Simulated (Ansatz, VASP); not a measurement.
## Two plane-wave programs on ZrSb3

```
CELL_PARAMETERS angstrom
4.64878 0.00000 0.00000
0.00000 4.64878 0.00000
0.00000 0.00000 4.64878
ATOMIC_POSITIONS crystal
Zr 0.00000 0.00000 0.00000
Sb 0.00000 0.50000 0.50000
Sb 0.50000 0.00000 0.50000
Sb 0.50000 0.50000 0.00000
```

Alike in both runs: functional r2SCAN; k mesh 10 × 10 × 10; occupations gaussian, width 0.1 eV; no spin polarisation.

Ansatz relaxed the structure, and its values are those at the end. VASP's run is a single point on that final structure, the one shown.

```csv
,VASP,Ansatz
version,VASP 6.6.1,Ansatz 0.2.0
potentials or method,"VASP PAW PBE potentials, release 64 (Zr_sv, Sb), cutoff 520 eV","scalar-relativistic, plane waves, PAW"
valence electrons in the cell,27,57
```

|  | VASP | Ansatz | Ansatz less VASP |
| --- | --- | --- | --- |
| gap on the k mesh at the Fermi level (eV) | none | none | - |
| pressure (GPa) | 0.1 | 0.0 | -0.05 |

VASP's potentials were made for PBE, not for r2SCAN. A gap of «none» marks a metal or a gap that the smearing closes. The functional is the same, so the differences come from potentials, cutoffs and numerics. VASP's potentials hold 27 valence electrons a cell and Ansatz's 57, so a difference there can come from the potentials and not from the codes.

Neither program's run includes spin-orbit coupling.
